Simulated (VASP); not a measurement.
# KLa (L11 type): single point with PBE

The system is KLa (L11 type).

```
K La
1.0
     1.85524   -1.07112    7.27875
     0.00000    2.14225    7.27875
    -1.85524   -1.07112    7.27875
K La
1 1
Direct
  0.00000 0.00000 0.00000
  0.50000 0.50000 0.50000
```

- Program: VASP 6.6.1
- Task: single point
- Functional: PBE
- Potentials or basis: VASP PAW PBE potentials, release 64 (K_sv, La)
- Cutoff: 520 eV
- k mesh: 11 × 11 × 11
- Occupations: fermi-dirac, width 0.05 eV
- Spin: no spin polarisation

* Pressure: 0.9 GPa
* Band gap on the k mesh: zero (bands 10 and 11 overlap by 0.55 eV)

Stress tensor (GPa, compression positive):
```
0.97 0.00 0.00
0.00 0.97 0.00
0.00 0.00 0.82
```

Levels at points of the mesh, in eV from the Fermi level:
```tsv
k point	band 8	band 9	band 10	band 11	band 12	band 13
(0.00, 0.00, 0.00)	-15.08	-2.92	-1.14	0.59	1.08	1.44
```

Wall time 6 min on 1 thread of Intel(R) Xeon(R) 6975P-C (Granite Rapids) (shared host), peak memory 0.58 GiB.

Caveat: spin-orbit coupling is left out, which moves the levels of the heavy elements.
